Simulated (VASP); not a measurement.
**Ga: single point with PBE**

Crystal: Ga.

```
CELL_PARAMETERS angstrom
-3.03386 3.03386 3.03386
3.03386 -3.03386 3.03386
3.03386 3.03386 -3.03386
ATOMIC_POSITIONS crystal
Ga 0.25000 0.62500 0.37500
Ga 0.37500 0.25000 0.62500
Ga 0.75000 0.87500 0.12500
Ga 0.12500 0.75000 0.87500
Ga 0.62500 0.37500 0.25000
Ga 0.87500 0.12500 0.75000
```

```json
{
  "Program": "VASP 6.6.1",
  "Task": "single point",
  "Functional": "PBE",
  "Potentials or basis": "VASP PAW PBE potentials, release 64 (Ga_d)",
  "Cutoff": "520 eV",
  "k mesh": "8 × 8 × 8",
  "Occupations": "gaussian, width 0.05 eV",
  "Spin": "no spin polarisation"
}
```

```
Pressure               : 1.0 GPa
Band gap on the k mesh : zero (bands 39 and 40 overlap by 3.71 eV)
```

Levels at points of the mesh, in eV from the Fermi level:
| k point | band 37 | band 38 | band 39 | band 40 | band 41 | band 42 |
| --- | --- | --- | --- | --- | --- | --- |
| (0.00, 0.00, 0.00) | -2.19 | -2.19 | -2.19 | -1.83 | -1.83 | -1.83 |
| (0.50, 0.00, 0.00) | -0.80 | -0.80 | -0.39 | -0.39 | 2.90 | 2.90 |
| (0.50, 0.50, 0.50) | 1.48 | 1.48 | 1.60 | 1.60 | 1.60 | 1.60 |

It took 2.6 min on 1 thread of Intel(R) Xeon(R) 6975P-C (Granite Rapids), on a shared host, peak memory 0.29 GiB.
